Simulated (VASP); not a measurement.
Runs of VASP 6.6.1 on SiC. The structure is that of space group P6_3mc (No. 186), or close to it. The cells are those of the table. 

| cell | k mesh | smearing | gap on the mesh (eV) | pressure (GPa) |
| --- | --- | --- | --- | --- |
| a = 3.076, b = 3.076, c = 5.048 Å, angles 90.0, 90.0, 120.0°, 4 atoms | 8 × 8 × 6 | gaussian 0.01 eV | 2.37 | 0.4 |
| a = 3.076, b = 3.076, c = 5.048 Å, angles 90.0, 90.0, 120.0°, 4 atoms | 12 × 12 × 6 | fermi-dirac 0.1 eV | (a) | 0.4 |
| a = 3.034, b = 3.034, c = 4.977 Å, angles 90.0, 90.0, 120.0°, 4 atoms | 8 × 8 × 6 | gaussian 0.01 eV | 2.31 | 10.4 |
| a = 3.016, b = 3.016, c = 4.946 Å, angles 90.0, 90.0, 120.0°, 4 atoms | 8 × 8 × 6 | gaussian 0.01 eV | 2.28 | (c) |
| a = 3.085, b = 3.085, c = 5.063 Å, angles 90.0, 90.0, 120.0°, 4 atoms | 8 × 8 × 6 | gaussian 0.01 eV | (b) | -1.6 |
| a = 3.058, b = 3.058, c = 5.018 Å, angles 90.0, 90.0, 120.0°, 4 atoms | 8 × 8 × 6 | gaussian 0.01 eV | 2.35 | 4.4 |
| a = 3.067, b = 3.067, c = 5.033 Å, angles 90.0, 90.0, 120.0°, 4 atoms | 8 × 8 × 6 | gaussian 0.01 eV | 2.36 | 2.3 |
| a = 3.046, b = 3.046, c = 4.997 Å, angles 90.0, 90.0, 120.0°, 4 atoms | 8 × 8 × 6 | gaussian 0.01 eV | 2.33 | 7.4 |

Alike in all rows: task single point; level PBEsol; potentials or basis VASP PAW PBE potentials, release 64 (Si, C); no spin polarisation; cutoff (eV) 520.

**Question.** Estimate the missing entries.

**Answer.** (a) 2.11; (b) 2.39; (c) 15.4.

Caveats: the PAW data sets were made with another functional, which shifts forces and pressure a little.

A k mesh can miss the band edges.
